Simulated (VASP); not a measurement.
# C (Fmmm) in VASP: settings compared

Aim: see how the results for C move with the level of theory and the settings. Levels: PBEsol+D3(BJ), BLYP+D3(BJ), PBEsol. Tasks: single point, relaxation of cell and atoms.

Program: VASP 6.6.1. These are calculated values, not measurements. Logs are shortened: lines on timing, memory, paths and dates and some standing lists are left out, and cuts for length are marked.

## Step 1: The cell of the first run

It takes space group Fmmm (No. 69, orthorhombic). The conventional cell has a = 2.459 Å, b = 4.256 Å, c = 6.642 Å, α = 90.00°, β = 90.00°, γ = 90.00°. C (site symmetry m2m) has 3 C at 1.42 Å within 1.9 Å.

## Step 2: Single point, PBEsol+D3(BJ)

The input, INCAR:

```
SYSTEM = C
ALGO = Normal
EDIFF = 1E-6
ENCUT = 520
GGA = PS
ISIF = 2
ISMEAR = 0
IVDW = 12
LASPH = .TRUE.
LCHARG = .FALSE.
LREAL = .FALSE.
LWAVE = .FALSE.
NBANDS = 11
NELM = 80
PREC = Accurate
SIGMA = 0.15
```

The input, KPOINTS:

```
k-points
0
G
  15 15 15
  0 0 0
```

The input, POSCAR:

```
C
1.0
    0.0000000000      2.1281672777      3.3208819423
    1.2295417849      0.0000000000      3.3208819423
    1.2295417849      2.1281672777      0.0000000000
C
2
Direct
    0.1666972406      0.8333027594      0.1666972406
    0.8333027594      0.1666972406      0.8333027594
```

Potentials or basis: VASP PAW PBE potentials, release 64 (C).

Started as:

```sh
cat potpaw_PBE.64/C/POTCAR > POTCAR
mpirun -np 1 vasp_std > vasp.out
```

OUTCAR:

```text
SYSTEM = C
   EDIFF = 1E-6
   ENCUT = 520
   GGA = PS
   ISIF = 2
   ISMEAR = 0
   IVDW = 12
   LASPH = .TRUE.
   LREAL = .FALSE.
   NELM = 80
   PREC = Accurate
 IVDW          = 12

 ion  position               nearest neighbor table
   1  0.167  0.833  0.167-   2 1.42   2 1.42   2 1.42
   2  0.833  0.167  0.833-   1 1.42   1 1.42   1 1.42

  LATTYP: Found a face centered orthorhombic cell.
 ALAT       =     2.4590835698
 B/A-ratio  =     1.7308621015
 C/A-ratio  =     2.7009101952

  Lattice vectors:

 A1 = (   0.0000000000,   2.1281672777,   3.3208819423)
 A2 = (   1.2295417849,   0.0000000000,   3.3208819423)
 A3 = (   1.2295417849,   2.1281672777,   0.0000000000)

Analysis of symmetry for initial positions (statically):
=====================================================================
 Subroutine PRICEL returns:
 Original cell was already a primitive cell.

 Routine SETGRP: Setting up the symmetry group for a
 face centered orthorhombic supercell.

 Subroutine GETGRP returns: Found  8 space group operations
 (whereof  8 operations were pure point group operations)
 out of a pool of  8 trial point group operations.

The static configuration has the point symmetry D_2h.

Analysis of symmetry for dynamics (positions and initial velocities):
=====================================================================
 Subroutine PRICEL returns:
 Original cell was already a primitive cell.

 Routine SETGRP: Setting up the symmetry group for a
 face centered orthorhombic supercell.

 Subroutine GETGRP returns: Found  8 space group operations
 (whereof  8 operations were pure point group operations)
 out of a pool of  8 trial point group operations.

The dynamic configuration has the point symmetry D_2h.

 Subroutine INISYM returns: Found  8 space group operations
 (whereof  8 operations are pure point group operations),
 and found     1 'primitive' translations

----------------------------------------------------------------------------------------

                                     Primitive cell

  volume of cell :      17.3793

  direct lattice vectors                    reciprocal lattice vectors
     0.000000000  2.128167278  3.320881942    -0.406655557  0.234943938  0.150562413
     1.229541785  0.000000000  3.320881942     0.406655557 -0.234943938  0.150562413
     1.229541785  2.128167278  0.000000000     0.406655557  0.234943938 -0.150562413

  length of vectors
     3.944281029  3.541190460  2.457817927     0.493190061  0.493190061  0.493190061

  position of ions in fractional coordinates (direct lattice)
     0.166697241  0.833302759  0.166697241
     0.833302759  0.166697241  0.833302759

  ion indices of the primitive-cell ions
   primitive index   ion index
                 1           1
                 2           2

----------------------------------------------------------------------------------------

 KPOINTS: k-points

Automatic generation of k-mesh.
 Grid dimensions read from file:
 generate k-points for:   15   15   15

 Generating k-lattice:

  Cartesian coordinates                     Fractional coordinates (reciprocal lattice)
    -0.027110370  0.015662929  0.010037494     0.066666667 -0.000000000  0.000000000
     0.027110370 -0.015662929  0.010037494    -0.000000000  0.066666667  0.000000000
     0.027110370  0.015662929 -0.010037494     0.000000000  0.000000000  0.066666667

  Length of vectors
     0.032879337  0.032879337  0.032879337

  Shift w.r.t. Gamma in fractional coordinates (k-lattice)
     0.000000000  0.000000000  0.000000000

 Subroutine IBZKPT returns following result:
 ===========================================

 Found    512 irreducible k-points:

 Following reciprocal coordinates:
            Coordinates               Weight
  0.000000  0.000000  0.000000      1.000000
  0.066667  0.000000  0.000000      8.000000
  0.133333 -0.000000  0.000000      8.000000
  0.200000 -0.000000  0.000000      8.000000
  0.266667 -0.000000  0.000000      8.000000
  0.333333  0.000000  0.000000      8.000000
[... 16 lines left out ...]
  0.133333  0.133333  0.000000      2.000000
  0.200000  0.133333  0.000000      8.000000
 [... further k-points ...]
   k-points           NKPTS =    512   k-points in BZ     NKDIM =    512   number of bands    NBANDS=     11
   number of dos      NEDOS =    301   number of ions     NIONS =      2
   total plane-waves  NPLWV =  15120
   dimension x,y,z NGX =    30 NGY =   28 NGZ =   18
   dimension x,y,z NGXF=    60 NGYF=   56 NGZF=   36
   ions per type =               2
   NGX,Y,Z   is equivalent  to a cutoff of  12.64, 13.14, 12.18 a.u.
   NGXF,Y,Z  is equivalent  to a cutoff of  25.29, 26.29, 24.35 a.u.
 SYSTEM =  C
   PREC   = accura    normal or accurate (medium, high low for compatibility)
   ISTART =      0    job   : 0-new  1-cont  2-samecut
   ICHARG =      2    charge: 1-file 2-atom 10-const
   ISPIN  =      1    spin polarized calculation?
   LNONCOLLINEAR =      F non collinear calculations
   LSORBIT =      F    spin-orbit coupling
   LASPH  =      T    aspherical Exc in radial PAW
   ENCUT  =  520.0 eV  38.22 Ry    6.18 a.u.   7.33  6.58  4.57*2*pi/ulx,y,z
   NELM   =     80;   NELMIN=  2; NELMDL= -5     # of ELM steps
   EDIFF  = 0.1E-05   stopping-criterion for ELM
   LREAL  =      F    real-space projection
   EDIFFG = 0.1E-04   stopping-criterion for IOM
   NSW    =      0    number of steps for IOM
   IBRION =     -1    ionic relax: 0-MD 1-quasi-New 2-CG
   NFREE  =      0    steps in history (QN), initial steepest desc. (CG)
   ISIF   =      2    stress and relaxation
   ISYM   =      2    0-nonsym 1-usesym 2-fastsym
   POTIM  = 0.5000    time-step for ionic-motion
   TEBEG  =    0.0;   TEEND  =   0.0 temperature during run
   PSTRESS=    0.0 pullay stress
   NELECT =       8.0000    total number of electrons
   NUPDOWN=      -1.0000    fix difference up-down
   EMIN   =  10.00;   EMAX   =-10.00  energy-range for DOS
   EFERMI =   0.00;   METHOD = LEGACY
   ISMEAR =     0;   SIGMA  =   0.15  broadening in eV -4-tet -1-fermi 0-gaus
   EFERMI_NEDOS =   21; number of points for ismear=-14 and -15
   IALGO  =     38    algorithm
   IMIX   =      4    mixing-type and parameters
     AMIX     =   0.40;   BMIX     =  1.00
     AMIX_MAG =   1.60;   BMIX_MAG =  1.00
  volume/ion in A,a.u.               =       8.69        58.64
  Fermi-wavevector in a.u.,A,eV,Ry     =   1.264040  2.388688 21.739334  1.597796
  Thomas-Fermi vector in A             =   2.397365
   LORBIT       =      0    0 simple, 1 ext, 2 COOP (PROOUT), +10 PAW based schemes
   GGA     = PS    functional components
   LHFCALC =     F    Hartree Fock is set to
   AEXX    =    0.0000 exact exchange contribution
   IVDW    =    12    specifies the selected vdW correction
   LEPSILON=     F    determine dielectric tensor
   LRPA    =     F    only Hartree local field effects (RPA)
 non-spin polarized calculation
 Gauss-broadening in eV      SIGMA  =   0.15
  energy-cutoff  :      520.00
  volume of cell :       17.38
 maximum number of plane-waves:       483
 NGX is ok and might be reduce to    30
   NGX = 15   NGY = 13   NGZ =  9

 number of electron       8.0000000 magnetization

 Free energy of the ion-electron system (eV)
  ---------------------------------------------------
  ext. energy  EPLUGINS =         0.00000000
  ---------------------------------------------------
  free energy    TOTEN  =       -19.27938008 eV

  energy without entropy =      -19.27898684  energy(sigma->0) =      -19.27918346

 E-fermi :   4.7348     XC(G=0): -10.6345

 val. band max:        4.7119152073   @ k =  -0.2667   0.0667   0.3333
 cond. band min:       4.8103083469   @ k =  -0.2000   0.1333   0.3333
 fundamental gap:      0.0983931397
 Fermi energy:         4.7347831005

 k-point     1 :       0.0000    0.0000    0.0000
  band No.  band energies     occupation
      1     -14.9531      2.00000
      2      -1.8160      2.00000
      3       1.7743      2.00000
      4       1.7921      2.00000
      5       8.8409      0.00000
      6      13.1048      0.00000
      7      13.1771      0.00000
      8      16.2527      0.00000
      9      17.6681      0.00000
     10      27.1889      0.00000
     11      30.4939      0.00000

 k-point     2 :       0.0667    0.0000    0.0000
  band No.  band energies     occupation
      1     -14.8430      2.00000
      2      -1.7238      2.00000
      3       1.3658      2.00000
      4       1.5530      2.00000
      5       9.0268      0.00000
      6      13.2056      0.00000
      7      13.5827      0.00000
      8      15.8557      0.00000
      9      17.8625      0.00000
     10      27.5459      0.00000
     11      29.2578      0.00000

 k-point     3 :       0.1333   -0.0000    0.0000
  band No.  band energies     occupation
      1     -14.5137      2.00000
      2      -1.4455      2.00000
      3       0.2431      2.00000
      4       0.9807      2.00000
      5       9.5794      0.00000
      6      13.2291      0.00000
      7      14.7474      0.00000
      8      14.8470      0.00000
      9      18.4917      0.00000
     10      26.9410      0.00000
     11      28.5287      0.00000

 k-point     4 :       0.2000   -0.0000    0.0000
  band No.  band energies     occupation
      1     -13.9685      2.00000
      2      -1.3029      2.00000
      3      -0.9779      2.00000
      4       0.2667      2.00000
      5      10.4754      0.00000
      6      13.0879      0.00000
      7      13.1842      0.00000
      8      16.6609      0.00000
      9      19.5235      0.00000
     10      24.9080      0.00000
     11      29.0847      0.00000

 k-point     5 :       0.2667   -0.0000    0.0000
  band No.  band energies     occupation
      1     -13.2134      2.00000
      2      -3.0400      2.00000
      3      -0.4278      2.00000
      4      -0.3204      2.00000
      5      11.2092      0.00000
      6      11.8037      0.00000
      7      12.8795      0.00000
      8      18.8305      0.00000
      9      20.6956      0.00000
     10      23.3619      0.00000
     11      28.0809      0.00000
[... 211 lines left out ...]
 k-point    21 :      -0.1333    0.0667   -0.0000
  band No.  band energies     occupation
      1     -13.9936      2.00000
      2      -1.2951      2.00000
      3      -0.7686      2.00000
      4       0.2667      2.00000
      5      10.0512      0.00000
      6      13.0922      0.00000
      7      13.1272      0.00000
      8      16.6607      0.00000
      9      19.5678      0.00000
     10      24.7863      0.00000
     11      29.2277      0.00000

 k-point    22 :      -0.0667    0.0667   -0.0000
  band No.  band energies     occupation
      1     -14.5268      2.00000
      2      -1.3331      2.00000
      3       0.2457      2.00000
      4       0.9807      2.00000
      5       9.3541      0.00000
      6      13.2309      0.00000
      7      14.7415      0.00000
      8      14.8374      0.00000
      9      18.5039      0.00000
     10      26.9168      0.00000
     11      28.5258      0.00000

 k-point    23 :       0.1333    0.1333    0.0000
  band No.  band energies     occupation
      1     -14.9011      2.00000
      2      -2.2387      2.00000
      3       1.7766      2.00000
      4       1.7853      2.00000
      5       9.7228      0.00000
      6      13.1103      0.00000
      7      13.1573      0.00000
      8      16.2804      0.00000
      9      17.6421      0.00000
     10      27.1083      0.00000
     11      29.7783      0.00000

 k-point    24 :       0.2000    0.1333    0.0000
  band No.  band energies     occupation
      1     -14.7678      2.00000
      2      -2.3153      2.00000
      3       1.3572      2.00000
      4       1.5527      2.00000
      5      10.2996      0.00000
      6      13.1923      0.00000
      7      13.5789      0.00000
      8      15.9087      0.00000
      9      17.8183      0.00000
     10      27.3883      0.00000
     11      28.8760      0.00000

 [... further k-points ...]

------------------------ aborting loop because EDIFF is reached ----------------------------------------

 Edisp (eV)   -0.22271

 E8    (eV) :    -0.1083

  FORCE on cell =-STRESS in cart. coord.  units (eV):
  Direction    XX          YY          ZZ          XY          YZ          ZX
  --------------------------------------------------------------------------------------
  -------------------------------------------------------------------------------------
  Total       0.11204     0.11195    -0.01004    -0.00000     0.00000     0.00000
  in kB      10.32842    10.32051    -0.92600    -0.00000     0.00000     0.00000
  external pressure =        6.57 kB  Pullay stress =        0.00 kB

 VOLUME and BASIS-vectors are now :
 -----------------------------------------------------------------------------
  energy-cutoff  :      520.00
  volume of cell :       17.38
      direct lattice vectors                 reciprocal lattice vectors
     0.000000000  2.128167278  3.320881942    -0.406655557  0.234943938  0.150562413
     1.229541785  0.000000000  3.320881942     0.406655557 -0.234943938  0.150562413
     1.229541785  2.128167278  0.000000000     0.406655557  0.234943938 -0.150562413

 POSITION                                       TOTAL-FORCE (eV/Angst)
 -----------------------------------------------------------------------------------
      1.22954      0.70952      3.32088         0.000000     -0.000565      0.000000
      1.22954      3.54682      3.32088         0.000000      0.000565      0.000000
 -----------------------------------------------------------------------------------
    total drift:                                0.000000      0.000000      0.000000

  FREE ENERGIE OF THE ION-ELECTRON SYSTEM (eV)
  ---------------------------------------------------
  free  energy   TOTEN  =       -19.5020928675 eV

  energy  without entropy=      -19.5016996258  energy(sigma->0) =      -19.50189625
```

It took 56 s on 1 thread of Intel Xeon 6975P-C (Granite Rapids), shared host; peak memory 0.2 GiB.

What came out:

```
Free energy                : -19.5021 eV
Pressure                   : 0.7 GPa
Band gap on the k mesh     : 0.10 eV, indirect (the least direct gap lies 4.0 meV higher)
Dispersion energy per atom : -0.111 eV
```

Stress tensor (GPa, compression positive):
```
 1.03  0.00  0.00
 0.00  1.03  0.00
 0.00  0.00 -0.09
```

Levels at points of the mesh, in eV from the valence-band top:
```tsv
k point	band 1	band 2	band 3	band 4	band 5	band 6	band 7	band 8
(0.00, 0.00, 0.00)	-19.66	-6.53	-2.94	-2.92	4.13	8.39	8.47	11.54
```

Caveat: the PAW data sets were made with another functional, which shifts forces and pressure a little. A k mesh can miss the band edges.

## Step 3: Single point, BLYP+D3(BJ)

The input, INCAR:

```
SYSTEM = C
  AGGAC = 1.0
  AGGAX = 1.0
  ALDAC = 0.0
  ALDAX = 1.0
  ALGO = Normal
  EDIFF = 1E-6
  ENCUT = 520
  GGA = B5
  ISIF = 2
  ISMEAR = 0
  IVDW = 12
  LASPH = .True.
  LCHARG = .False.
  LREAL = .False.
  LWAVE = .False.
  NBANDS = 11
  NELM = 100
  PREC = Accurate
  SIGMA = 0.15
  VDW_A1 = 0.4298
  VDW_A2 = 4.2359
  VDW_S6 = 1.0
  VDW_S8 = 2.6996
```

The input, KPOINTS:

```
k-points
0
Gamma
  15 15 15
  0 0 0
```

The input, POSCAR:

```
C
1.0
    0.0000000000      2.1382516986      3.2932810940
    1.2354062288      0.0000000000      3.2932810940
    1.2354062288      2.1382516986      0.0000000000
C
2
Direct
    0.1666976469      0.8333023531      0.1666976469
    0.8333023531      0.1666976469      0.8333023531
```

Potentials or basis: VASP PAW PBE potentials, release 64 (C).

Started as:

```sh
cat potpaw_PBE.64/C/POTCAR > POTCAR
mpirun -np 1 vasp_std > vasp.out
```

It took 63 s on 1 thread of Intel Xeon 6975P-C (Granite Rapids), shared host; peak memory 0.21 GiB.

It converged, with:

* Free energy: -17.8695 eV
* Pressure: 0.3 GPa
* Band gap on the k mesh: 0.10 eV, indirect (the least direct gap lies 1.0 meV higher)
* Dispersion energy per atom: -0.303 eV

Stress tensor (GPa, compression positive):
```
 0.57  0.00  0.00
 0.00  0.56  0.00
 0.00  0.00 -0.11
```

Levels at points of the mesh, in eV from the valence-band top:
```tsv
k point	band 2	band 3	band 4	band 5	band 6	band 7
(0.00, 0.00, 0.00)	-6.33	-3.14	-3.12	4.52	8.36	8.44
```

Caveat: the PAW data sets were made with another functional, which shifts forces and pressure a little.

## Step 4: Single point, PBEsol

This run uses another cell than the first one, of 9.55 Å³/atom, 1.099 times its volume.

The input, INCAR:

```
PREC     = Accurate       # precision mode
ENCUT    = 520            # plane-wave cutoff, eV
EDIFF    = 1E-6           # SCF threshold, eV
ISMEAR   = 0              # smearing method
SIGMA    = 0.15           # smearing width, eV
LREAL    = F              # projectors in reciprocal space
LASPH    = T              # aspherical terms in the spheres
NELM     = 100            # most SCF steps
ALGO     = Normal         # electronic algorithm
ISIF     = 2              # what is computed and relaxed
LWAVE    = F              # write WAVECAR
LCHARG   = F              # write CHGCAR
GGA      = PS             # functional
NBANDS   = 11             # bands
```

The input, KPOINTS:

```
regular mesh
0
Gamma
  15 15 15
```

The input, POSCAR:

```
C
1.0
    0.0000000000      2.1292103220      3.6490097689
    1.2296213029      0.0000000000      3.6490097689
    1.2296213029      2.1292103220      0.0000000000
C
2
Direct
    0.1666781588      0.8333218412      0.1666781588
    0.8333218412      0.1666781588      0.8333218412
```

Started as:

```sh
cat potpaw_PBE.64/C/POTCAR > POTCAR
mpirun -np 1 vasp_std > vasp.out
```

It took 53 s on 1 thread of Intel Xeon 6975P-C (Granite Rapids), shared host; peak memory 0.2 GiB.

The run converged. Its results:

```yaml
Free_energy: -19.2882 eV
Pressure: 0.6 GPa
Band_gap_on_the_k_mesh: 0.06 eV, indirect (the least direct gap lies 0.9 meV higher)
```

Stress tensor (GPa, compression positive):
```
 0.95  0.00  0.00
 0.00  0.95  0.00
 0.00  0.00 -0.05
```

Levels at points of the mesh, in eV from the valence-band top:
```csv
k point,band 2,band 3,band 4,band 5,band 6,band 7
"(0.00, 0.00, 0.00)",-7.01,-2.97,-2.97,3.50,8.36,8.39
```

Caveat: the PAW data sets were made with another functional, which shifts forces and pressure a little. A k mesh can miss the band edges.

(Part 1 of 2 ends here.)
